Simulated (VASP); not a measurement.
Set up this calculation in VASP 6.6.1, as the native input.

```yaml
Task: relaxation of the atoms
Functional: PBEsol
Potentials_or_basis: VASP PAW PBE potentials, release 64 (Ta_pv, H)
Cutoff: 520 eV
k_mesh: 12 × 12 × 12
Occupations: gaussian, width 0.1 eV
Spin: no spin polarisation
Dipole_correction: no
Further_INCAR_settings: ALGO = Normal; EDIFF = 1e-06; IBRION = 2; EDIFFG = -0.008; NSW = 60
```

The structure of Ta2H lies in POSCAR:

```
Ta2H
1.0
    3.1459854656      0.0000000000      0.0000000000
    0.0000000000      3.1459854656      0.0000000000
    0.0000000000      0.0000000000      3.1893871033
Ta H
2 1
Direct
    0.5000000000      0.0000000000      0.7393884077
    0.0000000000      0.5000000000      0.2606115923
    0.0000000000      0.0000000000      0.0000000000
```

This cell differs from its parent crystal: equal strain along all axes, cell held: -6.0 %.

The input as run:

INCAR

```
SYSTEM = Ta2H
PREC = Accurate ; ENCUT = 520
EDIFF = 1E-6 ; ISMEAR = 0
SIGMA = 0.1 ; LREAL = .False.
LASPH = .True. ; NELM = 100
ALGO = Normal ; ISIF = 2
LWAVE = .False. ; LCHARG = .False.
GGA = PS ; IBRION = 2
NSW = 60 ; EDIFFG = -0.008
```

KPOINTS

```
Automatic mesh
0
Gamma
  12 12 12
  0 0 0
```

Potentials or basis: VASP PAW PBE potentials, release 64 (Ta_pv, H).

Run with:

```bash
$ cat potpaw_PBE.64/Ta_pv/POTCAR potpaw_PBE.64/H/POTCAR > POTCAR
$ mpirun -np 1 vasp_std > vasp.out
```

Results of the run:

```json
{
  "Energy gained by relaxing": "0.0 meV/atom",
  "Ionic steps": "3",
  "Pressure after relaxing": "57.9 GPa",
  "Band gap on the k mesh": "zero (an odd number of electrons rules out a gap without spin polarisation)"
}
```

Caveat: the cell differs from its parent crystal (equal strain along all axes, cell held: -6.0 %); the PAW data sets were made with another functional, which shifts forces and pressure a little; spin-orbit coupling is left out, which moves the levels of the heavy elements.

It took 37 s on 1 thread of Intel(R) Xeon(R) Platinum 8559C (Emerald Rapids), on a shared host, peak memory 0.2 GiB.
